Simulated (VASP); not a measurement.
Wanted: the native input for a VASP 6.6.1 run.

- Task: single point
- Functional: r2SCAN
- Potentials or basis: VASP PAW PBE potentials, release 64 (Si, O)
- Cutoff: 520 eV
- k mesh: 4 × 4 × 4
- Occupations: gaussian, width 0.02 eV
- Spin: no spin polarisation
- Dipole correction: no
- Further INCAR settings: LREAL = Auto; ALGO = Normal; EDIFF = 1e-06; NBANDS = 82

SiO2:

```xyz
24
Lattice="-5.0392 5.0392 5.0392 5.0392 -5.0392 5.0392 5.0392 5.0392 -5.0392" Properties=species:S:1:pos:R:3 pbc="T T T"
Si    1.5772    1.5772    1.5772
Si    1.5772   -1.5772    1.5772
Si    1.5772    1.5772   -1.5772
Si   -1.5772    1.5772    1.5772
Si    3.4620    3.4620   -3.4620
Si   -3.4620    3.4620    3.4620
Si    3.4620   -3.4620    3.4620
Si    3.4620    3.4620    3.4620
O     2.5196    2.5196    2.5196
O     2.5196   -2.5196    2.5196
O     2.5196    2.5196   -2.5196
O    -2.5196    2.5196    2.5196
O     1.8778    1.8778    0.0000
O     1.8778    0.0000    1.8778
O    -3.1614    5.0392    3.1614
O     5.0392   -3.1614    3.1614
O     0.0000    1.8778    1.8778
O     3.1614   -3.1614    5.0392
O    -3.1614    3.1614    5.0392
O     3.1614    5.0392   -3.1614
O     5.0392    3.1614    3.1614
O     3.1614    5.0392    3.1614
O     5.0392    3.1614   -3.1614
O     3.1614    3.1614    5.0392
```

The input as run:

POSCAR

```
SiO2
1.0
   -5.0392176852      5.0392176852      5.0392176852
    5.0392176852     -5.0392176852      5.0392176852
    5.0392176852      5.0392176852     -5.0392176852
Si O
8 16
Direct
    0.3129806207      0.3129806207      0.3129806207
    0.0000000000      0.3129806207      0.0000000000
    0.0000000000      0.0000000000      0.3129806207
    0.3129806207      0.0000000000      0.0000000000
    0.0000000000      0.0000000000      0.6870193793
    0.6870193793      0.0000000000      0.0000000000
    0.0000000000      0.6870193793      0.0000000000
    0.6870193793      0.6870193793      0.6870193793
    0.5000000000      0.5000000000      0.5000000000
    0.0000000000      0.5000000000      0.0000000000
    0.0000000000      0.0000000000      0.5000000000
    0.5000000000      0.0000000000      0.0000000000
    0.1863226341      0.1863226341      0.3726452681
    0.1863226341      0.3726452681      0.1863226341
    0.8136773659      0.0000000000      0.1863226341
    0.0000000000      0.8136773659      0.1863226341
    0.3726452681      0.1863226341      0.1863226341
    0.1863226341      0.8136773659      0.0000000000
    0.8136773659      0.1863226341      0.0000000000
    0.1863226341      0.0000000000      0.8136773659
    0.6273547319      0.8136773659      0.8136773659
    0.8136773659      0.6273547319      0.8136773659
    0.0000000000      0.1863226341      0.8136773659
    0.8136773659      0.8136773659      0.6273547319
```

INCAR.step1

```
SYSTEM = SiO2
ALGO = Normal
EDIFF = 1E-4
ENCUT = 520
GGA = PE
ISMEAR = 0
LASPH = .True.
LCHARG = .False.
LREAL = Auto
LWAVE = .True.
NBANDS = 82
NELM = 100
PREC = Accurate
SIGMA = 0.02
```

INCAR.step2

```
SYSTEM = SiO2
ALGO = Normal
EDIFF = 1E-6
ENCUT = 520
ISIF = 2
ISMEAR = 0
ISTART = 1
LASPH = .True.
LCHARG = .False.
LMIXTAU = .True.
LREAL = Auto
LWAVE = .False.
METAGGA = R2SCAN
NBANDS = 82
NELM = 100
PREC = Accurate
SIGMA = 0.02
```

KPOINTS

```
k-points
0
Gamma
  4 4 4
  0 0 0
```

Potentials or basis: VASP PAW PBE potentials, release 64 (Si, O).

Command:

```bash
$ cat potpaw_PBE.64/Si/POTCAR potpaw_PBE.64/O/POTCAR > POTCAR
$ cp INCAR.step1 INCAR
$ mpirun -np 1 vasp_std > vasp.out
$ cp INCAR.step2 INCAR
$ mpirun -np 1 vasp_std > vasp.out
```

Results of the run:

* Pressure: -5.4 GPa
* Largest force: 0.078 eV/Å
* Band gap on the k mesh: 6.10 eV

Caveat: the cell stands under tension; the PAW data sets were made with another functional, which shifts forces and pressure a little.

Wall time 51 min on 1 thread of Intel(R) Xeon(R) Platinum 8488C (Sapphire Rapids), with other jobs on the host, peak memory 0.84 GiB.
